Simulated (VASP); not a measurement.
# Li (P1) in VASP: further runs

Li is run at these levels: PBE; tasks: single point.

Everything below comes from runs of VASP 6.6.1. Logs are shortened: lines on timing, memory, paths and dates and some standing lists are left out, and cuts for length are marked.

### 1 The cell of the first run

The typed cell holds 16 atoms: a = 7.094 Å, b = 7.094 Å, c = 7.094 Å, α = 90.00°, β = 90.00°, γ = 90.00°.

### 2 Single point, PBE

File INCAR:

```
SYSTEM = Li
PREC     = Accurate       ! precision mode
ENCUT    = 520            ! plane-wave cutoff, eV
EDIFF    = 1E-7           ! SCF threshold, eV
ISMEAR   = -1             ! smearing method
SIGMA    = 0.11           ! smearing width, eV
LREAL    = Auto         
LASPH    = .True.         ! aspherical terms in the spheres
NELM     = 100            ! most SCF steps
ALGO     = Normal         ! electronic algorithm
ISIF     = 2              ! what is computed and relaxed
LWAVE    = .False.        ! write WAVECAR
LCHARG   = .False.        ! write CHGCAR
GGA      = PE             ! functional
NBANDS   = 38             ! bands
```

File KPOINTS:

```
Automatic mesh
0
Gamma
  2 2 2
  0 0 0
```

File POSCAR:

```
Li
1.0
    7.0944470000      0.0000000000      0.0000000000
    0.0000000000      7.0944470000      0.0000000000
    0.0000000000      0.0000000000      7.0944470000
Li
16
Direct
   -0.0140250537      0.0445277835      0.0226092323
    0.5155440586      0.0137008565      0.0516037402
   -0.0783147721      0.4636443122      0.0343508099
   -0.0344917652      0.0133202771      0.4067688433
    0.2633045254      0.2448393793      0.2304196507
    0.4643208977      0.4925260559     -0.0466984953
    0.5821313486     -0.0785684917      0.4982347461
    0.7532229080      0.2270508188      0.3001220532
    0.0837415517      0.4597257545      0.4386106486
    0.2464462699      0.8158070671      0.2701972402
    0.2219482364      0.2529584054      0.6855502621
    0.5126544747      0.5269050569      0.4737789993
    0.8135376866      0.7604398200      0.2261064182
    0.8211492735      0.2293342948      0.6804194887
    0.2126028991      0.8262941424      0.7018306008
    0.6935424283      0.7801453729      0.7627514872
```

Potentials or basis: VASP PAW PBE potentials, release 64 (Li_sv).

The run is started by

```
cat potpaw_PBE.64/Li_sv/POTCAR > POTCAR
mpirun -np 1 vasp_std > vasp.out
```

OUTCAR:

```text
SYSTEM = Li
   PREC = Accurate
   ENCUT = 520
   EDIFF = 1E-7
   ISMEAR = -1
   LREAL = Auto
   LASPH = .True.
   NELM = 100
   ISIF = 2
   GGA = PE

 ion  position               nearest neighbor table
   1  0.986  0.045  0.023-
   2  0.516  0.014  0.052-
   3  0.922  0.464  0.034-
   4  0.966  0.013  0.407-   8 2.27  13 2.45
   5  0.263  0.245  0.230-   9 2.48
   6  0.464  0.493  0.953-
   7  0.582  0.921  0.498-  16 2.27
   8  0.753  0.227  0.300-   4 2.27
   9  0.084  0.460  0.439-   5 2.48  11 2.49
  10  0.246  0.816  0.270-
  11  0.222  0.253  0.686-   9 2.49
  12  0.513  0.527  0.474-
  13  0.814  0.760  0.226-   4 2.45
  14  0.821  0.229  0.680-
  15  0.213  0.826  0.702-
  16  0.694  0.780  0.763-   7 2.27

  LATTYP: Found a simple cubic cell.
 ALAT       =     7.0944470000

  Lattice vectors:

 A1 = (   7.0944470000,   0.0000000000,   0.0000000000)
 A2 = (   0.0000000000,   7.0944470000,   0.0000000000)
 A3 = (   0.0000000000,   0.0000000000,   7.0944470000)

Analysis of symmetry for initial positions (statically):
=====================================================================
 Subroutine PRICEL returns:
 Original cell was already a primitive cell.

 Routine SETGRP: Setting up the symmetry group for a
 simple cubic supercell.

 Subroutine GETGRP returns: Found  1 space group operations
 (whereof  1 operations were pure point group operations)
 out of a pool of 48 trial point group operations.

The static configuration has the point symmetry C_1 .

Analysis of symmetry for dynamics (positions and initial velocities):
=====================================================================
 Subroutine PRICEL returns:
 Original cell was already a primitive cell.

 Routine SETGRP: Setting up the symmetry group for a
 simple cubic supercell.

 Subroutine GETGRP returns: Found  1 space group operations
 (whereof  1 operations were pure point group operations)
 out of a pool of 48 trial point group operations.

The dynamic configuration has the point symmetry C_1 .

 Subroutine INISYM returns: Found  1 space group operations
 (whereof  1 operations are pure point group operations),
 and found     1 'primitive' translations

----------------------------------------------------------------------------------------

[... 105 lines left out ...]
   EDIFFG = 0.1E-05   stopping-criterion for IOM
   NSW    =      0    number of steps for IOM
   IBRION =     -1    ionic relax: 0-MD 1-quasi-New 2-CG
   NFREE  =      0    steps in history (QN), initial steepest desc. (CG)
   ISIF   =      2    stress and relaxation
   ISYM   =      2    0-nonsym 1-usesym 2-fastsym
   POTIM  = 0.5000    time-step for ionic-motion
   TEBEG  =    0.0;   TEEND  =   0.0 temperature during run
   PSTRESS=    0.0 pullay stress
   NELECT =      48.0000    total number of electrons
   NUPDOWN=      -1.0000    fix difference up-down
   EMIN   =  10.00;   EMAX   =-10.00  energy-range for DOS
   EFERMI =   0.00;   METHOD = LEGACY
   ISMEAR =    -1;   SIGMA  =   0.11  broadening in eV -4-tet -1-fermi 0-gaus
   EFERMI_NEDOS =   21; number of points for ismear=-14 and -15
   IALGO  =     38    algorithm
   IMIX   =      4    mixing-type and parameters
     AMIX     =   0.40;   BMIX     =  1.00
     AMIX_MAG =   1.60;   BMIX_MAG =  1.00
  volume/ion in A,a.u.               =      22.32       150.60
  Fermi-wavevector in a.u.,A,eV,Ry     =   0.838629  1.584780  9.568965  0.703299
  Thomas-Fermi vector in A             =   1.952715
   LORBIT       =      0    0 simple, 1 ext, 2 COOP (PROOUT), +10 PAW based schemes
   GGA     = PE    functional components
   LHFCALC =     F    Hartree Fock is set to
   AEXX    =    0.0000 exact exchange contribution
   IVDW    =     0    specifies the selected vdW correction
   LEPSILON=     F    determine dielectric tensor
   LRPA    =     F    only Hartree local field effects (RPA)
 non-spin polarized calculation
  energy-cutoff  :      520.00
  volume of cell :      357.07
 maximum number of plane-waves:      9771
 NGX is ok and might be reduce to    54
   NGX = 27   NGY = 27   NGZ = 27

 number of electron      48.0000014 magnetization

 Free energy of the ion-electron system (eV)
  ---------------------------------------------------
  ext. energy  EPLUGINS =         0.00000000
  ---------------------------------------------------
  free energy    TOTEN  =       -28.13249254 eV

  energy without entropy =      -27.77341940  energy(sigma->0) =      -27.95295597

 E-fermi :   0.1852     XC(G=0):  -6.7647

 val. band max:        0.1744167438   @ k =   0.0000   0.0000   0.5000
 cond. band min:       0.2317068850   @ k =   0.0000   0.5000   0.5000
 fundamental gap:      0.0572901412
 Fermi energy:         0.1852342302

 k-point     1 :       0.0000    0.0000    0.0000
  band No.  band energies     occupation
      1     -46.8597      2.00000
      2     -46.7471      2.00000
      3     -46.7258      2.00000
      4     -46.6376      2.00000
      5     -46.5925      2.00000
      6     -46.5027      2.00000
[... 301 lines left out ...]
     35       3.1675      0.00000
     36       3.3205      0.00000
 [bands above 36 left out]

------------------------ aborting loop because EDIFF is reached ----------------------------------------

  FORCE on cell =-STRESS in cart. coord.  units (eV):
  Direction    XX          YY          ZZ          XY          YZ          ZX
  --------------------------------------------------------------------------------------
  -------------------------------------------------------------------------------------
  Total       -0.7953606      1.2394588      1.4783705     -1.1819439     -0.1668390     -0.0903848
  in kB       -3.5687738      5.5614372      6.6334312     -5.3033685     -0.7486046     -0.4055557
  external PRESSURE =       2.8753649 kB  Pullay stress =       0.0000000 kB

 VOLUME and BASIS-vectors are now :
 -----------------------------------------------------------------------------
  energy-cutoff  :      520.00
  volume of cell :      357.07
      direct lattice vectors                 reciprocal lattice vectors
     7.094447000  0.000000000  0.000000000     0.140955313  0.000000000  0.000000000
     0.000000000  7.094447000  0.000000000     0.000000000  0.140955313  0.000000000
     0.000000000  0.000000000  7.094447000     0.000000000  0.000000000  0.140955313

 POSITION                                       TOTAL-FORCE (eV/Angst)
 -----------------------------------------------------------------------------------
      6.99495      0.31590      0.16040         0.060488     -0.014323     -0.393376
      3.65750      0.09720      0.36610         0.199217      0.004350     -0.280649
      6.53885      3.28930      0.24370         0.330149     -0.066391     -0.297825
      6.84975      0.09450      2.88580         0.668139     -0.131989      0.675750
      1.86800      1.73700      1.63470         0.109144     -0.170460      0.003206
      3.29410      3.49420      6.76315        -0.007706      0.083624      0.146391
[... 8 lines left out ...]
      1.50830      5.86210      4.97910        -0.073561     -0.202069      0.150200
      4.92030      5.53470      5.41130         0.693737     -0.332705      0.539790
 -----------------------------------------------------------------------------------
    total drift:                                0.004792      0.002386      0.002641

  FREE ENERGIE OF THE ION-ELECTRON SYSTEM (eV)
  ---------------------------------------------------
  free  energy   TOTEN  =       -28.1324925362 eV

  energy  without entropy=      -27.7734194021  energy(sigma->0) =      -27.95295597
```

stdout:

```text
POSCAR found type information on POSCAR Li
 POSCAR found :  1 types and      16 ions
 scaLAPACK will be used
 LDA part: xc-table for (Slater+PW92), standard interpolation
 POSCAR, INCAR and KPOINTS ok, starting setup
 FFT: planning ... GRIDC
 FFT: planning ... GRID_SOFT
 FFT: planning ... GRID
 WAVECAR not read
 entering main loop
```

Wall time 2.4 min (1 thread of Intel Xeon Platinum 8259CL at 2.50GHz (Skylake/Cascade Lake), shared host); peak memory 0.37 GiB.

What came out:

| Item | Value |
| --- | --- |
| Free energy | -28.1325 eV |
| Largest force | 1.115 eV/Å |
| Band gap on the k mesh | zero (band 24 reaches 0.55 eV, above the bottom of band 25 at -0.10 eV) |

Forces on the atoms (eV/Å):
```
Li   0.060 -0.014 -0.393
Li   0.199  0.004 -0.281
Li   0.330 -0.066 -0.298
Li   0.668 -0.132  0.676
Li   0.109 -0.170  0.003
Li  -0.008  0.084  0.146
Li  -0.652  0.700 -0.574
Li  -0.605  0.568 -0.395
Li  -0.629  0.734 -0.007
Li   0.209 -0.379 -0.203
Li   0.446 -0.423  0.319
Li   0.056 -0.149 -0.099
Li  -0.422 -0.343  0.011
Li  -0.383  0.122  0.405
Li  -0.074 -0.202  0.150
Li   0.694 -0.333  0.540
```

Caveat: the k points lie up to 0.44 Å⁻¹ apart; the cutoff is under 1.25 times the usual one of these potentials, so pressure, stress and relaxed cells hold a basis-set (Pulay) error; forces of over 1 eV/Å act on the atoms, so gaps and moduli don't describe the material at rest.

[end of part 1 of 2]
